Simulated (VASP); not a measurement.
BAs, 2 atoms in the cell. It takes space group F-43m (No. 216, cubic). Conventional cell: a = 4.784 Å, b = 4.784 Å, c = 4.784 Å, α = 90.00°, β = 90.00°, γ = 90.00°. Within 2.7 Å of B (site symmetry -43m) lie 4 As at 2.07 Å. Within 2.7 Å of As (site symmetry -43m) lie 4 B at 2.07 Å. 

* Program: VASP 6.6.1
* Task: single point
* Functional: r2SCAN
* Potentials or basis: VASP PAW PBE potentials, release 64 (B, As)
* Cutoff: 520 eV
* k mesh: 8 × 8 × 8
* Occupations: gaussian, width 0.01 eV
* Spin: no spin polarisation
* Dipole correction: no
* Further INCAR settings: ALGO = Normal; EDIFF = 1e-06; NBANDS = 11

Potentials or basis: VASP PAW PBE potentials, release 64 (B, As).

The run is started by

```bash
$ cat potpaw_PBE.64/B/POTCAR potpaw_PBE.64/As/POTCAR > POTCAR
$ cp INCAR.step1 INCAR
$ mpirun -np 1 vasp_std > vasp.out
$ cp INCAR.step2 INCAR
$ mpirun -np 1 vasp_std > vasp.out
```

Hardware: 1 thread of Intel(R) Xeon(R) Platinum 8259CL CPU @ 2.50GHz (Skylake/Cascade Lake), with other jobs on the host.

Question: How long does it take, and how much memory?

Answer: It took 60 s on 1 thread of Intel(R) Xeon(R) Platinum 8259CL CPU @ 2.50GHz (Skylake/Cascade Lake), on a shared host, peak memory 0.16 GiB. Counts: k points 29.
